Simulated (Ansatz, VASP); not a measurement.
# InP in VASP and in Ansatz

INCAR

```
ALGO = Normal
EDIFF = 1E-6
ENCUT = 520
ISIF = 2
ISMEAR = -1
LASPH = T
LCHARG = T
LELF = T
LREAL = F
LVHAR = T
LWAVE = F
NBANDS = 16
NELM = 80
PREC = Accurate
SIGMA = 0.05
```

Contents of KPOINTS:

```
k-points
0
Gamma
  14 14 14
```

Contents of POSCAR:

```
InP
1.0
    0.0000000000      2.7083233961      2.7083233961
    2.7083233961      0.0000000000      2.7083233961
    2.7083233961      2.7083233961      0.0000000000
In P
1 1
Direct
    0.0000000000      0.0000000000      0.0000000000
    0.5000000000      0.5000000000      0.5000000000
```

Input for Ansatz:

```yaml
crystal:
  lattice:
    - [0.0, 2.7083233961, 2.7083233961]
    - [2.7083233961, 0.0, 2.7083233961]
    - [2.7083233961, 2.7083233961, 0.0]
  atoms:
    - { symbol: In, position: [0.0, 0.0, 0.0] }
    - { symbol: P, position: [0.5, 0.5, 0.5] }
kpoints:
  mp_grid: { grid: [14, 14, 14] }
  band_path:
    path:
      - [0.0, 0.0, 0.0]
      - [0.5, 0.0, 0.5]
      - [0.625, 0.25, 0.625]
      - [0.375, 0.375, 0.75]
      - [0.0, 0.0, 0.0]
      - [0.5, 0.5, 0.5]
      - [0.5, 0.25, 0.75]
      - [0.5, 0.0, 0.5]
    npoints: 14
scf:
  occupations: { method: fermi_dirac, width: 0.05 }
hamiltonian:
  xc: lda
  pseudopotentials: { kind: all_electron, lapw: { basis_error: 0.001 } }
output:
  forces: true
  stress: true
  eigenvalues: true
  populations: true
  dos: { projected: true, de: 0.2, e_range: [-14, 8] }
```

Alike in both runs: task single point; functional LDA; k mesh 14 × 14 × 14; occupations fermi-dirac, width 0.05 eV; no spin polarisation.

|  | VASP | Ansatz |
| --- | --- | --- |
| version | VASP 6.6.1 | Ansatz 0.2.0 |
| potentials or method | VASP PAW LDA potentials, release 64 (In_d, P), cutoff 520 eV | all-electron LAPW, scalar-relativistic |

Ansatz gave:

| Property | Result |
| --- | --- |
| pressure (GPa) | 0.0 |

Which values does VASP return?

Pressure (GPa): 0.1.

LDA's correlation is that of Perdew and Zunger in VASP and of Perdew and Wang (1992) in Ansatz. Ansatz ran all-electron here, and VASP with PAW potentials.
